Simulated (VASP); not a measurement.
A run of VASP 6.6.1:

INCAR

```
SYSTEM = LiMg12
PREC = Accurate
ENCUT = 520
EDIFF = 1E-7
ISMEAR = -1
SIGMA = 0.05
LREAL = .FALSE.
LASPH = .TRUE.
NELM = 60
ALGO = Normal
ISIF = 2
LWAVE = .FALSE.
LCHARG = .FALSE.
GGA = PE
NBANDS = 26
```

File KPOINTS:

```
Automatic mesh
0
G
  4 3 4
  0 0 0
```

File POSCAR:

```
LiMg12
1.0
    6.4200000000      0.0000000000      0.0000000000
   -4.8150000000      8.3398250000      0.0000000000
    0.0000000000      0.0000000000      5.2130400000
Mg Li
12 1
Direct
    0.0063359728     -0.0131975191      0.0491993156
    0.2861278042      0.2929346839      0.4755555300
    0.0163936047      0.3101376827     -0.0023234044
    0.1082237431      0.5143448454      0.5095479797
    0.0460448864      0.6725229846      0.0098648773
    0.1638046680      0.9091518107      0.5309744410
    0.5201820932     -0.0054953191     -0.0075612311
    0.6559302653      0.2100177162      0.4802343738
    0.5591045587      0.3412463691     -0.0195409972
    0.7202139820      0.5905303768      0.4938556006
    0.5011406586      0.6384963713     -0.0142053389
    0.5246104797      0.8120623634      0.4732960039
   -0.1077540355      0.0636263950      0.5780538803
```

Potentials or basis: VASP PAW PBE potentials, release 64 (Mg, Li_sv).

Command:

```sh
$ cat potpaw_PBE.64/Mg/POTCAR potpaw_PBE.64/Li_sv/POTCAR > POTCAR
$ mpirun -np 1 vasp_std > vasp.out
```

Hardware: 1 thread of Intel(R) Xeon(R) Platinum 8259CL CPU @ 2.50GHz (Skylake/Cascade Lake), on a shared host.

How long does it take, and how much memory?

Run time: 4.1 min on 1 thread of Intel(R) Xeon(R) Platinum 8259CL CPU @ 2.50GHz (Skylake/Cascade Lake), on a shared host, peak memory 0.44 GiB. Counts: scf iterations 14, k points 26.
